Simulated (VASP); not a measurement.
# Ga (P2_1/m) in VASP: a series of runs

Aim: see how the results for Ga move with the level of theory and the settings. Levels: HSE06, LDA. Tasks: single point.

All numbers are computed with VASP 6.6.1; they aren't measurements. Logs are shortened: lines on timing, memory, paths and dates and some standing lists are left out, and cuts for length are marked.

### 1 The cell of the first run

The structure is monoclinic, space group P2_1/m (No. 11). The conventional cell has a = 2.778 Å, b = 3.282 Å, c = 4.210 Å, α = 90.00°, β = 108.61°, γ = 90.00°. Within 3.6 Å of Ga (site symmetry m) lie 10 Ga at 2.71 to 3.28 Å.

### 2 Single point, HSE06

POSCAR

```
Ga
1.0
    2.7784220849      0.0000000000      0.0000000000
    0.0000000000      3.2816087900      0.0000000000
   -1.3434310986      0.0000000000      3.9902731763
Ga
2
Direct
    0.1345962700      0.7500000000      0.7701668300
    0.8654037300      0.2500000000      0.2298331700
```

INCAR.step1

```
SYSTEM = Ga
ALGO = Normal
EDIFF = 1E-5
ENCUT = 520
GGA = PE
ISIF = 2
ISMEAR = -1
LASPH = .TRUE.
LCHARG = .FALSE.
LREAL = .FALSE.
LWAVE = .TRUE.
NBANDS = 20
NELM = 80
PREC = Accurate
SIGMA = 0.05
```

INCAR.step2

```
SYSTEM = Ga
ALGO = Normal
EDIFF = 1E-6
ENCUT = 520
GGA = PE
HFSCREEN = 0.2079
ISIF = 2
ISMEAR = -1
ISTART = 1
LASPH = .TRUE.
LCHARG = .FALSE.
LHFCALC = .TRUE.
LREAL = .FALSE.
LWAVE = .FALSE.
NBANDS = 20
NELM = 80
PREC = Accurate
PRECFOCK = Normal
SIGMA = 0.05
```

KPOINTS

```
k-points
0
G
  5 4 4
  0 0 0
```

Potentials or basis: VASP PAW PBE potentials, release 64 (Ga_d).

Run with:

```console
$ cat potpaw_PBE.64/Ga_d/POTCAR > POTCAR
$ cp INCAR.step1 INCAR
$ mpirun -np 1 vasp_std > vasp.out
$ cp INCAR.step2 INCAR
$ mpirun -np 1 vasp_std > vasp.out
```

OUTCAR:

```text
SYSTEM = Ga
   EDIFF = 1E-6
   ENCUT = 520
   GGA = PE
   HFSCREEN = 0.2079
   ISIF = 2
   ISMEAR = -1
   ISTART = 1
   LASPH = .TRUE.
   LHFCALC = .TRUE.
   LREAL = .FALSE.
   NELM = 80
   PREC = Accurate
   PRECFOCK = Normal

 ion  position               nearest neighbor table
   1  0.135  0.750  0.770-   2 2.71   2 2.71   2 2.81   2 2.81   2 2.84   2 2.84
   2  0.865  0.250  0.230-   1 2.71   1 2.71   1 2.81   1 2.81   1 2.84   1 2.84

  LATTYP: Found a simple monoclinic cell.
 ALAT       =     2.7784220849
 B/A-ratio  =     1.1811052064
 C/A-ratio  =     1.5153762184
 COS(beta)  =    -0.3190778872

  Lattice vectors:

 A1 = (   2.7784220849,   0.0000000000,   0.0000000000)
 A2 = (   0.0000000000,   3.2816087900,   0.0000000000)
 A3 = (  -1.3434310986,   0.0000000000,   3.9902731763)

Analysis of symmetry for initial positions (statically):
=====================================================================
 Subroutine PRICEL returns:
 Original cell was already a primitive cell.

 Routine SETGRP: Setting up the symmetry group for a
 simple monoclinic supercell.

 Subroutine GETGRP returns: Found  4 space group operations
 (whereof  2 operations were pure point group operations)
 out of a pool of  4 trial point group operations.

The static configuration has the point symmetry S_2 .
 The point group associated with its full space group is C_2h.

Analysis of symmetry for dynamics (positions and initial velocities):
=====================================================================
 Subroutine PRICEL returns:
 Original cell was already a primitive cell.

 Routine SETGRP: Setting up the symmetry group for a
 simple monoclinic supercell.

 Subroutine GETGRP returns: Found  4 space group operations
 (whereof  2 operations were pure point group operations)
 out of a pool of  4 trial point group operations.

The dynamic configuration has the point symmetry S_2 .
 The point group associated with its full space group is C_2h.

 Subroutine INISYM returns: Found  4 space group operations
 (whereof  2 operations are pure point group operations),
 and found     1 'primitive' translations

----------------------------------------------------------------------------------------

[... 93 lines left out ...]
   LREAL  =      F    real-space projection
   EDIFFG = 0.1E-04   stopping-criterion for IOM
   NSW    =      0    number of steps for IOM
   IBRION =     -1    ionic relax: 0-MD 1-quasi-New 2-CG
   NFREE  =      0    steps in history (QN), initial steepest desc. (CG)
   ISIF   =      2    stress and relaxation
   ISYM   =      3    0-nonsym 1-usesym 2-fastsym
   POTIM  = 0.5000    time-step for ionic-motion
   TEBEG  =    0.0;   TEEND  =   0.0 temperature during run
   PSTRESS=    0.0 pullay stress
   NELECT =      26.0000    total number of electrons
   NUPDOWN=      -1.0000    fix difference up-down
   EMIN   =  10.00;   EMAX   =-10.00  energy-range for DOS
   EFERMI =   0.00;   METHOD = LEGACY
   ISMEAR =    -1;   SIGMA  =   0.05  broadening in eV -4-tet -1-fermi 0-gaus
   EFERMI_NEDOS =   21; number of points for ismear=-14 and -15
   IALGO  =     38    algorithm
   IMIX   =      1    mixing-type and parameters
     AMIX     =   0.40;   BMIX     =  1.00
     AMIX_MAG =   1.60;   BMIX_MAG =  1.00
  volume/ion in A,a.u.               =      18.19       122.76
  Fermi-wavevector in a.u.,A,eV,Ry     =   1.463648  2.765894 29.147302  2.142266
  Thomas-Fermi vector in A             =   2.579718
   LORBIT       =      0    0 simple, 1 ext, 2 COOP (PROOUT), +10 PAW based schemes
   GGA     = PE    functional components
   LHFCALC =     T    Hartree Fock is set to
   PRECFOCK=normal    Normal, Fast or Accurate (Low or Medium for compatibility)
   ENCUT4O =  -1.0   cutoff for four orbital integrals eV
   NKREDX  =     1    reduce k-point grid by
   NKREDY  =     1    reduce k-point grid by
   NKREDZ  =     1    reduce k-point grid by
   AEXX    =    0.2500 exact exchange contribution
   HFSCREEN=    0.2079 screening length (either q_TF or 0.3 A-1)
   HFSCREENC=   0.2079 screening length for correlation (either q_TF or 0.3 A-1)
   ENCUTFOCK=  -1.0 apply spherical cutoff to Coloumb kernel
   IVDW    =     0    specifies the selected vdW correction
   LEPSILON=     F    determine dielectric tensor
   LRPA    =     F    only Hartree local field effects (RPA)
 non-spin polarized calculation
  energy-cutoff  :      520.00
  volume of cell :       36.38
 maximum number of plane-waves:      1000
 NGX is ok and might be reduce to    24
  NGX = 16; NGY = 20; NGZ = 24

 number of electron      26.0000010 magnetization

 Free energy of the ion-electron system (eV)
  ---------------------------------------------------
  ext. energy  EPLUGINS =         0.00000000
  ---------------------------------------------------
  free energy    TOTEN  =        -6.69859260 eV

  energy without entropy =       -6.69473019  energy(sigma->0) =       -6.69666140

 E-fermi :   5.9477     XC(G=0):  -9.1568

 val. band max:        5.9022781978   @ k =   0.4000   0.5000   0.0000
 cond. band min:       6.1127087278   @ k =  -0.2000   0.5000   0.2500
 fundamental gap:      0.2104305300
 Fermi energy:         5.9477242559

 k-point     1 :       0.0000    0.0000    0.0000
  band No.  band energies     occupation
      1     -12.2447      2.00000
      2     -12.2384      2.00000
      3     -12.1770      2.00000
      4     -12.1723      2.00000
      5     -11.9193      2.00000
      6     -11.9180      2.00000
[... 541 lines left out ...]
     19      16.7533      0.00000
     20      16.7533      0.00000

 [... further k-points ...]

------------------------ aborting loop because EDIFF is reached ----------------------------------------

  FORCE on cell =-STRESS in cart. coord.  units (eV):
  Direction    XX          YY          ZZ          XY          YZ          ZX
  --------------------------------------------------------------------------------------
  -------------------------------------------------------------------------------------
  Total        0.4796858      1.1835247     -0.4667629      0.0000000      0.0000000     -0.0975759
  in kB       21.1241780     52.1195026    -20.5550846      0.0000000      0.0000000     -4.2969996
  external PRESSURE =      17.5628653 kB  Pullay stress =       0.0000000 kB

 VOLUME and BASIS-vectors are now :
 -----------------------------------------------------------------------------
  energy-cutoff  :      520.00
  volume of cell :       36.38
      direct lattice vectors                 reciprocal lattice vectors
     2.778422085  0.000000000  0.000000000     0.359916517  0.000000000  0.121175424
     0.000000000  3.281608790  0.000000000     0.000000000  0.304728584  0.000000000
    -1.343431099  0.000000000  3.990273176     0.000000000  0.000000000  0.250609408

 POSITION                                       TOTAL-FORCE (eV/Angst)
 -----------------------------------------------------------------------------------
     -0.66070      2.46121      3.07318         0.023337      0.000000      0.013073
      2.09569      0.82040      0.91710        -0.023337     -0.000000     -0.013073
 -----------------------------------------------------------------------------------
    total drift:                               -0.000000     -0.000001      0.000000

  FREE ENERGIE OF THE ION-ELECTRON SYSTEM (eV)
  ---------------------------------------------------
  free  energy   TOTEN  =        -6.6985926025 eV

  energy  without entropy=       -6.6947301909  energy(sigma->0) =       -6.69666140
```

OUTCAR.step1:

```text
SYSTEM = Ga
   EDIFF = 1E-5
   ENCUT = 520
   GGA = PE
   ISIF = 2
   ISMEAR = -1
   LASPH = .TRUE.
[... 778 lines left out ...]
     -0.66070      2.46121      3.07318         0.022798      0.000000     -0.003580
      2.09569      0.82040      0.91710        -0.022798      0.000000      0.003580
 -----------------------------------------------------------------------------------
    total drift:                               -0.000000     -0.000000      0.000000

  FREE ENERGIE OF THE ION-ELECTRON SYSTEM (eV)
  ---------------------------------------------------
  free  energy   TOTEN  =        -5.8730479716 eV

  energy  without entropy=       -5.8685396840  energy(sigma->0) =       -5.87079383
```

Wall time 21 min (1 thread of Intel Xeon 6975P-C (Granite Rapids), shared host); peak memory 0.27 GiB.

What came out:

- Free energy: -6.6986 eV
- Pressure: 1.8 GPa
- Largest force: 0.027 eV/Å
- Band gap on the k mesh: zero (bands 13 and 14 overlap by 9.49 eV)

Forces on the atoms (eV/Å):
```
Ga   0.023  0.000  0.013
Ga  -0.023  0.000 -0.013
```

Stress tensor (GPa, compression positive):
```
 2.11  0.00 -0.43
 0.00  5.21  0.00
-0.43  0.00 -2.06
```

Levels at points of the mesh, in eV from the Fermi level:
```tsv
k point	band 10	band 11	band 12	band 13	band 14	band 15	band 16	band 17
(0.00, 0.00, 0.00)	-17.66	-12.98	-2.55	-1.53	1.97	5.84	9.98	11.17
(0.00, 0.50, 0.00)	-17.73	-9.00	-9.00	1.81	1.81	2.96	2.96	12.53
(0.00, 0.00, 0.50)	-17.72	-10.73	-9.75	4.37	5.51	6.65	6.96	7.86
(0.00, 0.50, 0.50)	-17.80	-6.91	-6.91	-5.12	-5.12	11.62	11.62	13.08
```

Caveat: the k points lie up to 0.48 Å⁻¹ apart, too coarse for converged energies and pressures of a metal; the PAW data sets were made with another functional, which shifts forces and pressure a little.

### 3 Single point, LDA

INCAR

```
PREC = Accurate
ENCUT = 520
EDIFF = 1E-6
ISMEAR = -1
SIGMA = 0.05
LREAL = F
LASPH = T
NELM = 100
ALGO = Normal
ISIF = 2
LWAVE = F
LCHARG = F
GGA = CA
NBANDS = 20
```

KPOINTS

```
regular mesh
0
Gamma
  7 6 5
```

POSCAR is that of step 2.

Potentials or basis: VASP PAW LDA potentials, release 64 (Ga_d).

Run with:

```console
$ cat potpaw_LDA.64/Ga_d/POTCAR > POTCAR
$ mpirun -np 1 vasp_std > vasp.out
```

It took 34 s on 1 thread of Intel Xeon 8259CL, shared host; peak memory 0.16 GiB.

It converged, with:

- Free energy: -7.1081 eV
- Pressure: -2.7 GPa
- Largest force: 0.131 eV/Å
- Band gap on the k mesh: zero (bands 13 and 14 overlap by 7.34 eV)

Forces in eV/Å, atoms in the order of the input:
```
Ga  -0.004  0.000 -0.131
Ga   0.004  0.000  0.131
```

Stress tensor (GPa, compression positive):
```
-2.77  0.00 -0.61
 0.00 -1.27  0.00
-0.61  0.00 -4.09
```

Levels at points of the mesh, in eV from the Fermi level:
| k point | band 11 | band 12 | band 13 | band 14 | band 15 | band 16 |
| --- | --- | --- | --- | --- | --- | --- |
| (0.00, 0.00, 0.00) | -11.51 | -2.17 | -1.64 | 1.68 | 5.60 | 8.99 |
| (0.00, 0.50, 0.00) | -7.95 | -7.95 | 1.63 | 1.63 | 2.56 | 2.56 |
